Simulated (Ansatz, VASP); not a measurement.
**One calculation of HfN, two programs**

```xyz
4
Lattice="3.1001 0.0000 0.0000 -1.5500 2.6848 0.0000 0.0000 0.0000 5.3643" Properties=species:S:1:pos:R:3 pbc="T T T"
Hf    1.5500    0.8949    4.0233
Hf    0.0000    1.7898    1.3411
N     0.0000    0.0000    0.0000
N     0.0000    0.0000    2.6822
```

Alike in both runs: functional LDA; k mesh 8 × 8 × 4; no spin polarisation.

Ansatz relaxed the structure, and its values are those at the end. VASP's run is a single point on that final structure, the one shown.

|  | VASP | Ansatz |
| --- | --- | --- |
| version | VASP 6.6.1 | Ansatz 0.2.0 |
| potentials or method | VASP PAW LDA potentials, release 64 (Hf_pv, N), cutoff 520 eV | plane waves, PAW |
| occupations | methfessel-paxton of order 1, width 0.1 eV | cold, width 0.1 eV |
| valence electrons in the cell | 30 | 62 |

```csv
,VASP,Ansatz,Ansatz less VASP
pressure (GPa),-1.1,0.0,+1.06
```

LDA's correlation is that of Perdew and Zunger in VASP and of Perdew and Wang (1992) in Ansatz. VASP's potentials hold 30 valence electrons a cell and Ansatz's 62, so a difference there can come from the potentials and not from the codes.

Spin-orbit coupling is off throughout.
